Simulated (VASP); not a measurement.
# Si (P-3m1) in VASP: further runs

Si is run at these levels: LDA; tasks: single point.

Program: VASP 6.6.1. These are calculated values, not measurements. Logs are shortened: lines on timing, memory, paths and dates and some standing lists are left out, and cuts for length are marked.

**1. The cell of the first run**

Symmetry: P-3m1, No. 164, trigonal system. The conventional cell has a = 2.651 Å, b = 2.651 Å, c = 13.475 Å, α = 90.00°, β = 90.00°, γ = 120.00°. Within 3.5 Å of Si (site symmetry 3m) lie 12 Si at 2.62 to 2.74 Å. Si (site symmetry 3m) has 12 Si at 2.65 to 2.74 Å within 3.5 Å. Within 3.5 Å of Si (site symmetry 3m) lie 12 Si at 2.65 to 2.74 Å.

**2. Single point, LDA (the distance across one plane changed)**

File INCAR:

```
PREC     = Accurate       # precision mode
ENCUT    = 500            # plane-wave cutoff, eV
EDIFF    = 1E-6           # SCF threshold, eV
ISMEAR   = 0              # smearing method
SIGMA    = 0.15           # smearing width, eV
LREAL    = False          # projectors in reciprocal space
LASPH    = True           # aspherical terms in the spheres
NELM     = 120            # most SCF steps
ALGO     = Normal         # electronic algorithm
ISIF     = 2              # what is computed and relaxed
LWAVE    = False          # write WAVECAR
LCHARG   = True           # write CHGCAR
LELF     = True           # ELF
LVHAR    = True         
NBANDS   = 21             # bands
GGA_COMPAT= False
```

File KPOINTS:

```
regular mesh
0
Gamma
  25 25 5
```

File POSCAR:

```
Si
1.0
   -2.6510666862      0.0000000000      0.0000000000
   -1.3255333431     -2.2958910974      0.0000000000
    0.0000000000      0.0000000000     13.4752272404
Si
6
Direct
    0.3333333333      0.3333333333      0.9268874284
    0.3333333333      0.3333333333      0.2527997366
    0.3333333333      0.3333333333      0.5898435825
    0.6666666667      0.6666666667      0.0842778137
    0.6666666667      0.6666666667      0.4213216596
    0.6666666667      0.6666666667      0.7583655055
```

Potentials or basis: VASP PAW LDA potentials, release 64 (Si).

The run is started by

```sh
> cat potpaw_LDA.64/Si/POTCAR > POTCAR
> mpirun -np 1 vasp_std > vasp.out
```

OUTCAR:

```text
PREC = Accurate
   ENCUT = 500
   EDIFF = 1E-6
   ISMEAR = 0
   LREAL = False
   LASPH = True
   NELM = 120
   ISIF = 2

 ion  position               nearest neighbor table
   1  0.333  0.333  0.927-   4 2.62   4 2.62   4 2.62   6 2.74   6 2.74   6 2.74
   2  0.333  0.333  0.253-   4 2.74   4 2.74   4 2.74   5 2.74   5 2.74   5 2.74
   3  0.333  0.333  0.590-   5 2.74   5 2.74   5 2.74   6 2.74   6 2.74   6 2.74
   4  0.667  0.667  0.084-   1 2.62   1 2.62   1 2.62   2 2.74   2 2.74   2 2.74
   5  0.667  0.667  0.421-   3 2.74   3 2.74   3 2.74   2 2.74   2 2.74   2 2.74
   6  0.667  0.667  0.758-   1 2.74   1 2.74   1 2.74   3 2.74   3 2.74   3 2.74

  LATTYP: Found a hexagonal cell.
 ALAT       =     2.6510666862
 C/A-ratio  =     5.0829454085

  Lattice vectors:

 A1 = (   1.3255333431,   2.2958910974,   0.0000000000)
 A2 = (  -2.6510666862,   0.0000000000,   0.0000000000)
 A3 = (   0.0000000000,   0.0000000000,  13.4752272404)

Analysis of symmetry for initial positions (statically):
=====================================================================
 Subroutine PRICEL returns:
 Original cell was already a primitive cell.

 Routine SETGRP: Setting up the symmetry group for a
 hexagonal supercell.

 Subroutine GETGRP returns: Found 12 space group operations
 (whereof  6 operations were pure point group operations)
 out of a pool of 24 trial point group operations.

The static configuration has the point symmetry C_3v.
 The point group associated with its full space group is D_3d.

Analysis of symmetry for dynamics (positions and initial velocities):
=====================================================================
 Subroutine PRICEL returns:
 Original cell was already a primitive cell.

 Routine SETGRP: Setting up the symmetry group for a
 hexagonal supercell.

 Subroutine GETGRP returns: Found 12 space group operations
 (whereof  6 operations were pure point group operations)
 out of a pool of 24 trial point group operations.

The dynamic configuration has the point symmetry C_3v.
 The point group associated with its full space group is D_3d.

 Subroutine INISYM returns: Found 12 space group operations
 (whereof  6 operations are pure point group operations),
 and found     1 'primitive' translations

----------------------------------------------------------------------------------------

                                     Primitive cell

  volume of cell :      82.0178

  direct lattice vectors                    reciprocal lattice vectors
    -2.651066686  0.000000000  0.000000000    -0.377206656  0.217780364  0.000000000
    -1.325533343 -2.295891097  0.000000000     0.000000000 -0.435560729  0.000000000
     0.000000000  0.000000000 13.475227240     0.000000000  0.000000000  0.074210251

  length of vectors
     2.651066686  2.651066686 13.475227240     0.435560729  0.435560729  0.074210251

  position of ions in fractional coordinates (direct lattice)
     0.333333333  0.333333333  0.926887428
     0.333333333  0.333333333  0.252799737
     0.333333333  0.333333333  0.589843583
     0.666666667  0.666666667  0.084277814
     0.666666667  0.666666667  0.421321660
     0.666666667  0.666666667  0.758365506

  ion indices of the primitive-cell ions
   primitive index   ion index
                 1           1
                 2           2
                 3           3
                 4           4
                 5           5
                 6           6

----------------------------------------------------------------------------------------

 KPOINTS: regular mesh

Automatic generation of k-mesh.
 Grid dimensions read from file:
 generate k-points for:   25   25    5

 Generating k-lattice:

  Cartesian coordinates                     Fractional coordinates (reciprocal lattice)
    -0.015088266  0.008711215  0.000000000     0.040000000  0.000000000  0.000000000
     0.000000000 -0.017422429  0.000000000     0.000000000  0.040000000  0.000000000
     0.000000000  0.000000000  0.014842050     0.000000000  0.000000000  0.200000000

  Length of vectors
     0.017422429  0.017422429  0.014842050

  Shift w.r.t. Gamma in fractional coordinates (k-lattice)
     0.000000000  0.000000000  0.000000000

 Subroutine IBZKPT returns following result:
 ===========================================

 Found    299 irreducible k-points:

 Following reciprocal coordinates:
            Coordinates               Weight
  0.000000  0.000000  0.000000      1.000000
  0.040000  0.000000  0.000000      6.000000
  0.080000  0.000000  0.000000      6.000000
  0.120000 -0.000000  0.000000      6.000000
  0.160000  0.000000  0.000000      6.000000
  0.200000  0.000000  0.000000      6.000000
[... 16 lines left out ...]
  0.440000  0.040000  0.000000     12.000000
  0.480000  0.040000  0.000000     12.000000
 [... further k-points ...]
   k-points           NKPTS =    299   k-points in BZ     NKDIM =    299   number of bands    NBANDS=     21
   number of dos      NEDOS =    301   number of ions     NIONS =      6
   total plane-waves  NPLWV =  39200
   dimension x,y,z NGX =    20 NGY =   20 NGZ =   98
   dimension x,y,z NGXF=    40 NGYF=   40 NGZF=  196
   ions per type =               6
   NGX,Y,Z   is equivalent  to a cutoff of  12.54, 12.54, 12.09 a.u.
   NGXF,Y,Z  is equivalent  to a cutoff of  25.08, 25.08, 24.18 a.u.
 SYSTEM =  unknown system
   PREC   = accura    normal or accurate (medium, high low for compatibility)
   ISTART =      0    job   : 0-new  1-cont  2-samecut
   ICHARG =      2    charge: 1-file 2-atom 10-const
   ISPIN  =      1    spin polarized calculation?
   LNONCOLLINEAR =      F non collinear calculations
   LSORBIT =      F    spin-orbit coupling
   LASPH  =      T    aspherical Exc in radial PAW
   ENCUT  =  500.0 eV  36.75 Ry    6.06 a.u.   4.83  4.83 24.57*2*pi/ulx,y,z
   NELM   =    120;   NELMIN=  2; NELMDL= -5     # of ELM steps
   EDIFF  = 0.1E-05   stopping-criterion for ELM
   LREAL  =      F    real-space projection
   EDIFFG = 0.1E-04   stopping-criterion for IOM
   NSW    =      0    number of steps for IOM
   IBRION =     -1    ionic relax: 0-MD 1-quasi-New 2-CG
   NFREE  =      0    steps in history (QN), initial steepest desc. (CG)
   ISIF   =      2    stress and relaxation
   ISYM   =      2    0-nonsym 1-usesym 2-fastsym
   POTIM  = 0.5000    time-step for ionic-motion
   TEBEG  =    0.0;   TEEND  =   0.0 temperature during run
   PSTRESS=    0.0 pullay stress
   NELECT =      24.0000    total number of electrons
   NUPDOWN=      -1.0000    fix difference up-down
   EMIN   =  10.00;   EMAX   =-10.00  energy-range for DOS
   EFERMI =   0.00;   METHOD = LEGACY
   ISMEAR =     0;   SIGMA  =   0.15  broadening in eV -4-tet -1-fermi 0-gaus
   EFERMI_NEDOS =   21; number of points for ismear=-14 and -15
   IALGO  =     38    algorithm
   IMIX   =      4    mixing-type and parameters
     AMIX     =   0.40;   BMIX     =  1.00
     AMIX_MAG =   1.60;   BMIX_MAG =  1.00
  volume/ion in A,a.u.               =      13.67        92.25
  Fermi-wavevector in a.u.,A,eV,Ry     =   1.086866  2.053878 16.072251  1.181277
  Thomas-Fermi vector in A             =   2.223012
   LORBIT       =      0    0 simple, 1 ext, 2 COOP (PROOUT), +10 PAW based schemes
   GGA     = CA    functional components
   LHFCALC =     F    Hartree Fock is set to
   AEXX    =    0.0000 exact exchange contribution
   IVDW    =     0    specifies the selected vdW correction
   LEPSILON=     F    determine dielectric tensor
   LRPA    =     F    only Hartree local field effects (RPA)
 non-spin polarized calculation
 Gauss-broadening in eV      SIGMA  =   0.15
  energy-cutoff  :      500.00
  volume of cell :       82.02
 maximum number of plane-waves:      2106
   NGX =  9   NGY =  9   NGZ = 49

 number of electron      24.0000002 magnetization

 Free energy of the ion-electron system (eV)
  ---------------------------------------------------
  ext. energy  EPLUGINS =         0.00000000
  ---------------------------------------------------
  free energy    TOTEN  =       -33.23537689 eV

  energy without entropy =      -33.21042665  energy(sigma->0) =      -33.22290177

 E-fermi :  10.9082     XC(G=0): -11.4933

 val. band max:       10.9052370112   @ k =  -0.4400   0.1600   0.0000
 cond. band min:      10.9097219474   @ k =   0.4000   0.0000   0.4000
 fundamental gap:      0.0044849362
 Fermi energy:        10.9081823595

 k-point     1 :       0.0000    0.0000    0.0000
  band No.  band energies     occupation
      1      -4.0770      2.00000
      2      -3.3229      2.00000
      3      -3.1373      2.00000
      4      -0.9531      2.00000
      5      -0.7797      2.00000
      6       2.6120      2.00000
[... 13 lines left out ...]
     20      21.7507      0.00000
     21      21.7639      0.00000

 k-point     2 :       0.0400    0.0000    0.0000
  band No.  band energies     occupation
      1      -4.0330      2.00000
      2      -3.2791      2.00000
      3      -3.0934      2.00000
      4      -0.9097      2.00000
      5      -0.7363      2.00000
      6       2.6553      2.00000
[... 13 lines left out ...]
     20      21.5831      0.00000
     21      21.7347      0.00000

 k-point     3 :       0.0800    0.0000    0.0000
  band No.  band energies     occupation
      1      -3.9011      2.00000
      2      -3.1476      2.00000
      3      -2.9619      2.00000
      4      -0.7796      2.00000
      5      -0.6062      2.00000
      6       2.7852      2.00000
[... 13 lines left out ...]
     20      20.6151      0.00000
     21      21.2818      0.00000
[... 457 lines left out ...]
 k-point    23 :       0.4400    0.0400    0.0000
  band No.  band energies     occupation
      1       0.7375      2.00000
      2       1.4759      2.00000
      3       1.6630      2.00000
      4       3.7863      2.00000
      5       3.9564      2.00000
      6       5.0119      2.00000
[... 13 lines left out ...]
     20      16.3748      0.00000
     21      16.5076      0.00000

 k-point    24 :       0.4800    0.0400    0.0000
  band No.  band energies     occupation
      1       1.6625      2.00000
      2       2.3983      2.00000
      3       2.5863      2.00000
      4       3.8557      2.00000
      5       4.5211      2.00000
      6       4.5872      2.00000
[... 13 lines left out ...]
     20      15.5672      0.00000
     21      15.6966      0.00000

 [... further k-points ...]

------------------------ aborting loop because EDIFF is reached ----------------------------------------

  FORCE on cell =-STRESS in cart. coord.  units (eV):
  Direction    XX          YY          ZZ          XY          YZ          ZX
  --------------------------------------------------------------------------------------
  -------------------------------------------------------------------------------------
  Total        0.7475721      0.7475721      0.4356620      0.0000000      0.0000000      0.0000000
  in kB       14.6034562     14.6034562      8.5104444      0.0000000      0.0000000      0.0000000
  external PRESSURE =      12.5724523 kB  Pullay stress =       0.0000000 kB

 VOLUME and BASIS-vectors are now :
 -----------------------------------------------------------------------------
  energy-cutoff  :      500.00
  volume of cell :       82.02
      direct lattice vectors                 reciprocal lattice vectors
    -2.651066686  0.000000000  0.000000000    -0.377206656  0.217780364  0.000000000
    -1.325533343 -2.295891097  0.000000000     0.000000000 -0.435560729  0.000000000
     0.000000000  0.000000000 13.475227240     0.000000000  0.000000000  0.074210251

 POSITION                                       TOTAL-FORCE (eV/Angst)
 -----------------------------------------------------------------------------------
     -1.32553     -0.76530     12.49002         0.000000     -0.000000     -0.373524
     -1.32553     -0.76530      3.40653         0.000000      0.000000      0.013587
     -1.32553     -0.76530      7.94828        -0.000000     -0.000000     -0.007381
     -2.65107     -1.53059      1.13566        -0.000000      0.000000      0.373524
     -2.65107     -1.53059      5.67741         0.000000      0.000000      0.007381
     -2.65107     -1.53059     10.21915        -0.000000     -0.000000     -0.013587
 -----------------------------------------------------------------------------------
    total drift:                                0.000000      0.000000      0.000040

  FREE ENERGIE OF THE ION-ELECTRON SYSTEM (eV)
  ---------------------------------------------------
  free  energy   TOTEN  =       -33.2353768900 eV

  energy  without entropy=      -33.2104266482  energy(sigma->0) =      -33.22290177
```

Wall time 20 min (1 thread of Oxide Virtual Turin-like, shared host); peak memory 0.37 GiB.

What came out:

```
Free energy            : -33.2354 eV
Pressure               : 1.3 GPa
Largest force          : 0.374 eV/Å
Band gap on the k mesh : zero (bands 12 and 13 overlap by 12.35 eV)
```

Forces on the atoms (eV/Å):
```
Si   0.000  0.000 -0.374
Si   0.000  0.000  0.014
Si   0.000  0.000 -0.007
Si   0.000  0.000  0.374
Si   0.000  0.000  0.007
Si   0.000  0.000 -0.014
```

Stress tensor (GPa, compression positive):
```
1.46 0.00 0.00
0.00 1.46 0.00
0.00 0.00 0.85
```

Caveat: the cell differs from its parent crystal (the distance across one plane changed).

(Part 1 of 2 ends here.)
